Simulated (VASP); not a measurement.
# NbP (I4_1md) in VASP: further runs

NbP is run at these levels: LDA, PBEsol, PBE; tasks: single point.

Program: VASP 6.6.1. These are calculated values, not measurements. Logs are shortened: lines on timing, memory, paths and dates and some standing lists are left out, and cuts for length are marked.

### 1 The cell of the first run

The structure is tetragonal, space group I4_1md (No. 109). The conventional cell has a = 3.303 Å, b = 3.303 Å, c = 11.242 Å, α = 90.00°, β = 90.00°, γ = 90.00°. Within 3.4 Å of Nb (site symmetry 2mm) lie 6 P at 2.51 Å and 8 Nb at 3.26 to 3.30 Å. Within 3.4 Å of P (site symmetry 2mm) lie 6 Nb at 2.51 Å and 8 P at 3.26 to 3.30 Å.

### 2 Single point, LDA

File INCAR:

```
SYSTEM = NbP
ALGO = Normal ; EDIFF = 1E-6
ENCUT = 520 ; ISIF = 2
ISMEAR = -1 ; LASPH = .TRUE.
LCHARG = .FALSE. ; LREAL = .FALSE.
LWAVE = .FALSE. ; NBANDS = 26
NELM = 80 ; PREC = Accurate
SIGMA = 0.02
```

File KPOINTS:

```
k-points
0
G
  10 10 10
  0 0 0
```

File POSCAR:

```
NbP
1.0
   -1.6512542159      1.6512542159      5.6211030994
    1.6512542159     -1.6512542159      5.6211030994
    1.6512542159      1.6512542159     -5.6211030994
Nb P
2 2
Direct
    0.7501490993      0.7501490993      0.0000000000
    0.5001490993      1.0001490993      0.5000000000
    0.3324794757      0.3324794757      0.0000000000
    0.0824794757      0.5824794757      0.5000000000
```

Potentials or basis: VASP PAW LDA potentials, release 64 (Nb_sv, P).

Started as:

```bash
$ cat potpaw_LDA.64/Nb_sv/POTCAR potpaw_LDA.64/P/POTCAR > POTCAR
$ mpirun -np 1 vasp_std > vasp.out
```

OUTCAR:

```text
SYSTEM = NbP
   EDIFF = 1E-6
   ENCUT = 520
   ISIF = 2
   ISMEAR = -1
   LASPH = .TRUE.
   LREAL = .FALSE.
   NELM = 80
   PREC = Accurate

 ion  position               nearest neighbor table
   1  0.750  0.750  0.000-   4 2.51   4 2.51   3 2.51   3 2.51   3 2.51   3 2.51
   2  0.500  0.000  0.500-   3 2.51   3 2.51   4 2.51   4 2.51   4 2.51   4 2.51
   3  0.332  0.332  0.000-   2 2.51   2 2.51   1 2.51   1 2.51   1 2.51   1 2.51
   4  0.082  0.582  0.500-   1 2.51   1 2.51   2 2.51   2 2.51   2 2.51   2 2.51

  LATTYP: Found a body centered tetragonal cell.
 ALAT       =     3.3025084318
 C/A-ratio  =     3.4041415581

  Lattice vectors:

 A1 = (  -1.6512542159,   1.6512542159,   5.6211030994)
 A2 = (   1.6512542159,  -1.6512542159,   5.6211030994)
 A3 = (   1.6512542159,   1.6512542159,  -5.6211030994)

Analysis of symmetry for initial positions (statically):
=====================================================================
 Subroutine PRICEL returns:
 Original cell was already a primitive cell.

 Routine SETGRP: Setting up the symmetry group for a
 body centered tetragonal supercell.

 Subroutine GETGRP returns: Found  8 space group operations
 (whereof  4 operations were pure point group operations)
 out of a pool of 16 trial point group operations.

The static configuration has the point symmetry C_2v.
 The point group associated with its full space group is C_4v.

Analysis of symmetry for dynamics (positions and initial velocities):
=====================================================================
 Subroutine PRICEL returns:
 Original cell was already a primitive cell.

 Routine SETGRP: Setting up the symmetry group for a
 body centered tetragonal supercell.

 Subroutine GETGRP returns: Found  8 space group operations
 (whereof  4 operations were pure point group operations)
 out of a pool of 16 trial point group operations.

The dynamic configuration has the point symmetry C_2v.
 The point group associated with its full space group is C_4v.

 Subroutine INISYM returns: Found  8 space group operations
 (whereof  4 operations are pure point group operations),
 and found     1 'primitive' translations

----------------------------------------------------------------------------------------

                                     Primitive cell

  volume of cell :      61.3069

  direct lattice vectors                    reciprocal lattice vectors
    -1.651254216  1.651254216  5.621103099     0.000000000  0.302800135  0.088950512
     1.651254216 -1.651254216  5.621103099     0.302800135  0.000000000  0.088950512
     1.651254216  1.651254216 -5.621103099     0.302800135  0.302800135  0.000000000

  length of vectors
     6.086877773  6.086877773  6.086877773     0.315594860  0.315594860  0.428224058

  position of ions in fractional coordinates (direct lattice)
     0.750149099  0.750149099  0.000000000
     0.500149099  0.000149099  0.500000000
     0.332479476  0.332479476  0.000000000
     0.082479476  0.582479476  0.500000000

  ion indices of the primitive-cell ions
   primitive index   ion index
                 1           1
                 2           2
                 3           3
                 4           4

----------------------------------------------------------------------------------------

 KPOINTS: k-points

Automatic generation of k-mesh.
 Grid dimensions read from file:
 generate k-points for:   10   10   10

 Generating k-lattice:

  Cartesian coordinates                     Fractional coordinates (reciprocal lattice)
     0.000000000  0.030280014  0.008895051     0.100000000  0.000000000 -0.000000000
     0.030280014  0.000000000  0.008895051     0.000000000  0.100000000 -0.000000000
     0.030280014  0.030280014  0.000000000     0.000000000  0.000000000  0.100000000

  Length of vectors
     0.031559486  0.031559486  0.042822406

  Shift w.r.t. Gamma in fractional coordinates (k-lattice)
     0.000000000  0.000000000  0.000000000

 Subroutine IBZKPT returns following result:
 ===========================================

 Found    102 irreducible k-points:

 Following reciprocal coordinates:
            Coordinates               Weight
  0.000000  0.000000  0.000000      1.000000
  0.100000  0.000000  0.000000      8.000000
  0.200000  0.000000  0.000000      8.000000
  0.300000 -0.000000  0.000000      8.000000
  0.400000  0.000000  0.000000      8.000000
  0.500000 -0.000000  0.000000      4.000000
[... 16 lines left out ...]
  0.300000  0.300000  0.000000      8.000000
  0.400000  0.300000  0.000000     16.000000
 [... further k-points ...]
   k-points           NKPTS =    102   k-points in BZ     NKDIM =    102   number of bands    NBANDS=     26
   number of dos      NEDOS =    301   number of ions     NIONS =      4
   total plane-waves  NPLWV = 110592
   dimension x,y,z NGX =    48 NGY =   48 NGZ =   48
   dimension x,y,z NGXF=    96 NGYF=   96 NGZF=   96
   ions per type =               2   2
   NGX,Y,Z   is equivalent  to a cutoff of  13.11, 13.11, 13.11 a.u.
   NGXF,Y,Z  is equivalent  to a cutoff of  26.22, 26.22, 26.22 a.u.
 SYSTEM =  NbP
   PREC   = accura    normal or accurate (medium, high low for compatibility)
   ISTART =      0    job   : 0-new  1-cont  2-samecut
   ICHARG =      2    charge: 1-file 2-atom 10-const
   ISPIN  =      1    spin polarized calculation?
   LNONCOLLINEAR =      F non collinear calculations
   LSORBIT =      F    spin-orbit coupling
   LASPH  =      T    aspherical Exc in radial PAW
   ENCUT  =  520.0 eV  38.22 Ry    6.18 a.u.  11.32 11.32 11.32*2*pi/ulx,y,z
   NELM   =     80;   NELMIN=  2; NELMDL= -5     # of ELM steps
   EDIFF  = 0.1E-05   stopping-criterion for ELM
   LREAL  =      F    real-space projection
   EDIFFG = 0.1E-04   stopping-criterion for IOM
   NSW    =      0    number of steps for IOM
   IBRION =     -1    ionic relax: 0-MD 1-quasi-New 2-CG
   NFREE  =      0    steps in history (QN), initial steepest desc. (CG)
   ISIF   =      2    stress and relaxation
   ISYM   =      2    0-nonsym 1-usesym 2-fastsym
   POTIM  = 0.5000    time-step for ionic-motion
   TEBEG  =    0.0;   TEEND  =   0.0 temperature during run
   PSTRESS=    0.0 pullay stress
   NELECT =      36.0000    total number of electrons
   NUPDOWN=      -1.0000    fix difference up-down
   EMIN   =  10.00;   EMAX   =-10.00  energy-range for DOS
   EFERMI =   0.00;   METHOD = LEGACY
   ISMEAR =    -1;   SIGMA  =   0.02  broadening in eV -4-tet -1-fermi 0-gaus
   EFERMI_NEDOS =   21; number of points for ismear=-14 and -15
   IALGO  =     38    algorithm
   IMIX   =      4    mixing-type and parameters
     AMIX     =   0.40;   BMIX     =  1.00
     AMIX_MAG =   1.60;   BMIX_MAG =  1.00
  volume/ion in A,a.u.               =      15.33       103.43
  Fermi-wavevector in a.u.,A,eV,Ry     =   1.370900  2.590626 25.570347  1.879368
  Thomas-Fermi vector in A             =   2.496645
   LORBIT       =      0    0 simple, 1 ext, 2 COOP (PROOUT), +10 PAW based schemes
   GGA     = CA    functional components
   LHFCALC =     F    Hartree Fock is set to
   AEXX    =    0.0000 exact exchange contribution
   IVDW    =     0    specifies the selected vdW correction
   LEPSILON=     F    determine dielectric tensor
   LRPA    =     F    only Hartree local field effects (RPA)
 non-spin polarized calculation
  energy-cutoff  :      520.00
  volume of cell :       61.31
 maximum number of plane-waves:      1676
 NGX is ok and might be reduce to    48
   NGX = 23   NGY = 23   NGZ = 23

 number of electron      36.0000001 magnetization

 Free energy of the ion-electron system (eV)
  ---------------------------------------------------
  ext. energy  EPLUGINS =         0.00000000
  ---------------------------------------------------
  free energy    TOTEN  =       -39.02901313 eV

  energy without entropy =      -39.02767178  energy(sigma->0) =      -39.02834246

 E-fermi :  11.0831     XC(G=0): -12.3916

 val. band max:       11.0804231427   @ k =  -0.1000   0.4000   0.1000
 cond. band min:      11.0907283954   @ k =  -0.2000   0.3000   0.2000
 fundamental gap:      0.0103052527
 Fermi energy:        11.0830745305

 k-point     1 :       0.0000    0.0000    0.0000
  band No.  band energies     occupation
      1     -43.3975      2.00000
      2     -43.3478      2.00000
      3     -19.9064      2.00000
      4     -19.6492      2.00000
      5     -19.6492      2.00000
      6     -19.4875      2.00000
[... 18 lines left out ...]
     25      15.3712      0.00000
     26      15.3712      0.00000

 k-point     2 :       0.1000    0.0000    0.0000
  band No.  band energies     occupation
      1     -43.3945      2.00000
      2     -43.3467      2.00000
      3     -19.8953      2.00000
      4     -19.6813      2.00000
      5     -19.6467      2.00000
      6     -19.5192      2.00000
[... 18 lines left out ...]
     25      15.4444      0.00000
     26      15.8704      0.00000

 k-point     3 :       0.2000    0.0000    0.0000
  band No.  band energies     occupation
      1     -43.3863      2.00000
      2     -43.3439      2.00000
      3     -19.8715      2.00000
      4     -19.7580      2.00000
      5     -19.6401      2.00000
      6     -19.5951      2.00000
[... 18 lines left out ...]
     25      15.9790      0.00000
     26      16.8672      0.00000

 k-point     4 :       0.3000   -0.0000    0.0000
  band No.  band energies     occupation
      1     -43.3758      2.00000
      2     -43.3409      2.00000
      3     -19.9010      2.00000
      4     -19.7951      2.00000
      5     -19.6760      2.00000
      6     -19.6318      2.00000
[... 18 lines left out ...]
     25      16.1209      0.00000
     26      17.6418      0.00000
[... 496 lines left out ...]
      1     -43.3775      2.00000
      2     -43.3378      2.00000
      3     -19.8545      2.00000
      4     -19.7640      2.00000
      5     -19.7259      2.00000
      6     -19.5940      2.00000
[... 18 lines left out ...]
     25      15.6482      0.00000
     26      16.9586      0.00000

 k-point    23 :       0.3000    0.3000    0.0000
  band No.  band energies     occupation
      1     -43.3528      2.00000
      2     -43.3360      2.00000
      3     -19.8631      2.00000
      4     -19.8630      2.00000
      5     -19.7159      2.00000
      6     -19.6672      2.00000
[... 18 lines left out ...]
     25      16.5305      0.00000
     26      16.8679      0.00000

 k-point    24 :       0.4000    0.3000    0.0000
  band No.  band energies     occupation
      1     -43.3448      2.00000
      2     -43.3333      2.00000
      3     -19.9374      2.00000
      4     -19.8508      2.00000
      5     -19.7450      2.00000
      6     -19.6766      2.00000
[... 18 lines left out ...]
     25      16.5905      0.00000
     26      16.9496      0.00000

 [... further k-points ...]
[... 5 lines left out ...]
  --------------------------------------------------------------------------------------
  -------------------------------------------------------------------------------------
  Total       -0.0718647     -0.0718647     -0.0711668      0.0000000      0.0000000      0.0000000
  in kB       -1.8780908     -1.8780908     -1.8598522      0.0000000      0.0000000      0.0000000
  external PRESSURE =      -1.8720113 kB  Pullay stress =       0.0000000 kB

 VOLUME and BASIS-vectors are now :
 -----------------------------------------------------------------------------
  energy-cutoff  :      520.00
  volume of cell :       61.31
      direct lattice vectors                 reciprocal lattice vectors
    -1.651254216  1.651254216  5.621103099     0.000000000  0.302800135  0.088950512
     1.651254216 -1.651254216  5.621103099     0.302800135  0.000000000  0.088950512
     1.651254216  1.651254216 -5.621103099     0.302800135  0.302800135  0.000000000

 POSITION                                       TOTAL-FORCE (eV/Angst)
 -----------------------------------------------------------------------------------
      0.00000      0.00000      8.43333        -0.000000      0.000000     -0.001042
      0.00000      1.65125      0.00168         0.000000     -0.000000     -0.001042
      0.00000      0.00000      3.73780        -0.000000     -0.000000      0.001042
      1.65125      0.00000      0.92725         0.000000      0.000000      0.001042
 -----------------------------------------------------------------------------------
    total drift:                                0.000000      0.000000     -0.000106

  FREE ENERGIE OF THE ION-ELECTRON SYSTEM (eV)
  ---------------------------------------------------
  free  energy   TOTEN  =       -39.0290131298 eV

  energy  without entropy=      -39.0276717836  energy(sigma->0) =      -39.02834246
```

It took 6.7 min on 1 thread of Intel Xeon Platinum 8488C (Sapphire Rapids), shared host; peak memory 0.33 GiB.

What came out:

* Free energy: -39.0290 eV
* Pressure: -0.2 GPa
* Band gap on the k mesh: zero (bands 18 and 19 overlap by 0.14 eV)

Levels at points of the mesh, in eV from the Fermi level:
```tsv
k point	band 15	band 16	band 17	band 18	band 19	band 20	band 21	band 22
(0.00, 0.00, 0.00)	-2.26	-1.80	-1.36	-1.36	0.84	1.69	2.84	3.32
(0.50, 0.00, 0.00)	-2.41	-1.85	-1.60	-0.06	0.05	1.38	2.62	2.79
(0.50, 0.50, 0.00)	-2.85	-2.85	-0.41	-0.41	3.15	3.15	3.27	3.27
(0.50, 0.50, 0.50)	-2.80	-2.80	-0.45	-0.45	1.23	1.23	2.47	2.47
```

### 3 Single point, PBEsol

This run uses another cell than the first one, of 15.56 Å³/atom.

File INCAR:

```
SYSTEM = NbP
PREC = Accurate
ENCUT = 520
EDIFF = 1E-6
ISMEAR = -1
SIGMA = 0.02
LREAL = .False.
LASPH = .True.
NELM = 60
ALGO = Normal
ISIF = 2
LWAVE = .False.
LCHARG = .True.
GGA = PS
LELF = .True.
LVHAR = .True.
NBANDS = 26
```

File KPOINTS:

```
Automatic mesh
0
Gamma
  10 10 10
  0 0 0
```

File POSCAR:

```
NbP
1.0
   -1.6595371961      1.6595371961      5.6511911312
    1.6595371961     -1.6595371961      5.6511911312
    1.6595371961      1.6595371961     -5.6511911312
Nb P
2 2
Direct
    0.7501279165      0.7501279165      0.0000000000
    0.5001279165      1.0001279165      0.5000000000
    0.3325006585      0.3325006585      0.0000000000
    0.0825006585      0.5825006585      0.5000000000
```

Potentials or basis: VASP PAW PBE potentials, release 64 (Nb_sv, P).

Started as:

```bash
$ cat potpaw_PBE.64/Nb_sv/POTCAR potpaw_PBE.64/P/POTCAR > POTCAR
$ mpirun -np 1 vasp_std > vasp.out
```

Wall time 7.7 min (1 thread of Intel Xeon Platinum 8488C (Sapphire Rapids), shared host); peak memory 0.4 GiB.

The run converged. Its results:

```yaml
Free_energy: -37.8322 eV
Pressure: -0.2 GPa
Band_gap_on_the_k_mesh: zero (bands 18 and 19 overlap by 0.13 eV)
```

Levels at points of the mesh, in eV from the Fermi level:
```
           k point  band 15  band 16  band 17  band 18  band 19  band 20  band 21  band 22
(0.00, 0.00, 0.00)    -2.24    -1.77    -1.37    -1.37     0.83     1.66     2.79     3.27
(0.50, 0.00, 0.00)    -2.38    -1.87    -1.58    -0.07     0.06     1.36     2.57     2.75
(0.50, 0.50, 0.00)    -2.86    -2.86    -0.45    -0.45     3.10     3.10     3.22     3.22
(0.50, 0.50, 0.50)    -2.77    -2.77    -0.49    -0.49     1.22     1.22     2.43     2.43
```

Caveat: the PAW data sets were made with another functional, which shifts forces and pressure a little.

### 4 Single point, PBE

This run uses another cell than the first one, of 15.97 Å³/atom.

File INCAR:

```
PREC = Accurate
ENCUT = 520
EDIFF = 1E-6
ISMEAR = -1
SIGMA = 0.02
LREAL = False
LASPH = True
NELM = 60
ALGO = Normal
ISIF = 2
LWAVE = False
LCHARG = False
GGA = PE
NBANDS = 26
```

File KPOINTS:

```
Automatic mesh
0
Gamma
  10 10 10
```

File POSCAR:

```
NbP
1.0
   -1.6691837344      1.6691837344      5.7320230773
    1.6691837344     -1.6691837344      5.7320230773
    1.6691837344      1.6691837344     -5.7320230773
Nb P
2 2
Direct
    0.7498223610      0.7498223610      0.0000000000
    0.4998223610      0.9998223610      0.5000000000
    0.3328062140      0.3328062140      0.0000000000
    0.0828062140      0.5828062140      0.5000000000
```

Started as:

```bash
$ cat potpaw_PBE.64/Nb_sv/POTCAR potpaw_PBE.64/P/POTCAR > POTCAR
$ mpirun -np 1 vasp_std > vasp.out
```

It took 8 min on 1 thread of Intel Xeon Platinum 8488C (Sapphire Rapids), shared host; peak memory 0.39 GiB.

Results (log left out):

| Quantity | Value |
| --- | --- |
| Free energy | -35.3131 eV |
| Pressure | 0.1 GPa |
| Largest force | 0.016 eV/Å |
| Band gap on the k mesh | zero (bands 18 and 19 overlap by 0.16 eV) |

Forces in eV/Å, atoms in the order of the input:
```
Nb   0.000  0.000  0.016
Nb   0.000  0.000  0.016
P    0.000  0.000 -0.016
P    0.000  0.000 -0.016
```

Stress tensor (GPa, compression positive):
```
 0.35  0.00  0.00
 0.00  0.35  0.00
 0.00  0.00 -0.29
```

Levels at points of the mesh, in eV from the Fermi level:
| k point | band 15 | band 16 | band 17 | band 18 | band 19 | band 20 | band 21 | band 22 |
| --- | --- | --- | --- | --- | --- | --- | --- | --- |
| (0.00, 0.00, 0.00) | -2.15 | -1.74 | -1.36 | -1.36 | 0.85 | 1.62 | 2.66 | 3.17 |
| (0.50, 0.00, 0.00) | -2.32 | -1.89 | -1.53 | -0.14 | 0.08 | 1.31 | 2.45 | 2.67 |
| (0.50, 0.50, 0.00) | -2.87 | -2.87 | -0.43 | -0.43 | 3.00 | 3.00 | 3.09 | 3.09 |
| (0.50, 0.50, 0.50) | -2.69 | -2.69 | -0.51 | -0.51 | 1.21 | 1.21 | 2.32 | 2.32 |

### 5 The runs side by side

```csv
level,potentials or basis,cell,gap on the mesh (eV),pressure (GPa)
LDA,"VASP PAW LDA potentials, release 64 (Nb_sv, P)","a = 6.087 Å, angles 148.5, 148.5, 45.1°, 4 atoms, atomic positions A",none,-0.2
PBEsol,"VASP PAW PBE potentials, release 64 (Nb_sv, P)","a = 6.119 Å, angles 148.5, 148.5, 45.1°, 4 atoms, atomic positions A",none,-0.2
PBE,"VASP PAW PBE potentials, release 64 (Nb_sv, P)","a = 6.199 Å, angles 148.8, 148.8, 44.8°, 4 atoms, atomic positions B",none,0.1
```

Alike in all rows: task single point; no spin polarisation; k mesh 10 × 10 × 10; cutoff (eV) 520; smearing fermi-dirac 0.02 eV.

Caveats: the PAW data sets were made with another functional, which shifts forces and pressure a little (at least some runs).

Absolute energies hang on the potentials; compare differences alone.

The gap in the log of VASP goes by the Fermi energy; the results here count the filled bands.